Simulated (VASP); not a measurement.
Set up this calculation in VASP 6.6.1, as the native input.

* Task: single point
* Functional: r2SCAN
* Potentials or basis: VASP PAW PBE potentials, release 64 (Ti_sv, Os)
* Cutoff: 520 eV
* k mesh: 6 × 6 × 6
* Occupations: fermi-dirac, width 0.1 eV
* Spin: no spin polarisation
* Dipole correction: no
* Further INCAR settings: ALGO = Normal; EDIFF = 1e-07; NBANDS = 26

TiOs3:

```
Ti Os
1.0
     3.88773    0.00000    0.00000
     0.00000    3.88773    0.00000
     0.00000    0.00000    3.88773
Ti Os
1 3
Direct
  0.00000 0.00000 0.00000
  0.50000 0.50000 0.00000
  0.50000 0.00000 0.50000
  0.00000 0.50000 0.50000
```

These files were run (other wordings do the same):

POSCAR

```
TiOs3
1.0
    3.8877300000      0.0000000000      0.0000000000
    0.0000000000      3.8877300000      0.0000000000
    0.0000000000      0.0000000000      3.8877300000
Ti Os
1 3
Direct
    0.0000000000      0.0000000000      0.0000000000
    0.5000000000      0.5000000000      0.0000000000
    0.5000000000      0.0000000000      0.5000000000
    0.0000000000      0.5000000000      0.5000000000
```

INCAR.step1

```
SYSTEM = TiOs3
ALGO     = Normal         ! electronic algorithm
EDIFF    = 1E-4           ! SCF threshold, eV
ENCUT    = 520            ! plane-wave cutoff, eV
GGA      = PE             ! functional
ISMEAR   = -1             ! smearing method
LASPH    = .True.         ! aspherical terms in the spheres
LCHARG   = .False.        ! write CHGCAR
LREAL    = .False.        ! projectors in reciprocal space
LWAVE    = .True.         ! write WAVECAR
NBANDS   = 26             ! bands
NELM     = 60             ! most SCF steps
PREC     = Accurate       ! precision mode
SIGMA    = 0.1            ! smearing width, eV
```

INCAR.step2

```
SYSTEM = TiOs3
ALGO     = Normal         ! electronic algorithm
EDIFF    = 1E-7           ! SCF threshold, eV
ENCUT    = 520            ! plane-wave cutoff, eV
ISIF     = 2              ! what is computed and relaxed
ISMEAR   = -1             ! smearing method
ISTART   = 1            
LASPH    = .True.         ! aspherical terms in the spheres
LCHARG   = .False.        ! write CHGCAR
LMIXTAU  = .True.       
LREAL    = .False.        ! projectors in reciprocal space
LWAVE    = .False.        ! write WAVECAR
METAGGA  = R2SCAN         ! meta-GGA
NBANDS   = 26             ! bands
NELM     = 60             ! most SCF steps
PREC     = Accurate       ! precision mode
SIGMA    = 0.1            ! smearing width, eV
```

KPOINTS

```
k-points
0
Gamma
  6 6 6
  0 0 0
```

Potentials or basis: VASP PAW PBE potentials, release 64 (Ti_sv, Os).

Run with:

```sh
$ cat potpaw_PBE.64/Ti_sv/POTCAR potpaw_PBE.64/Os/POTCAR > POTCAR
$ cp INCAR.step1 INCAR
$ mpirun -np 1 vasp_std > vasp.out
$ cp INCAR.step2 INCAR
$ mpirun -np 1 vasp_std > vasp.out
```

Results of the run:

```json
{
  "Pressure": "-5.8 GPa",
  "Band gap on the k mesh": "zero (band 18 reaches 11.53 eV, above the bottom of band 19 at 7.67 eV)"
}
```

Caveat: the PAW data sets were made with another functional, which shifts forces and pressure a little; spin-orbit coupling is left out, which moves the levels of the heavy elements.

It took 69 s on 1 thread of Intel(R) Xeon(R) 6975P-C (Granite Rapids) (shared host), peak memory 0.18 GiB.
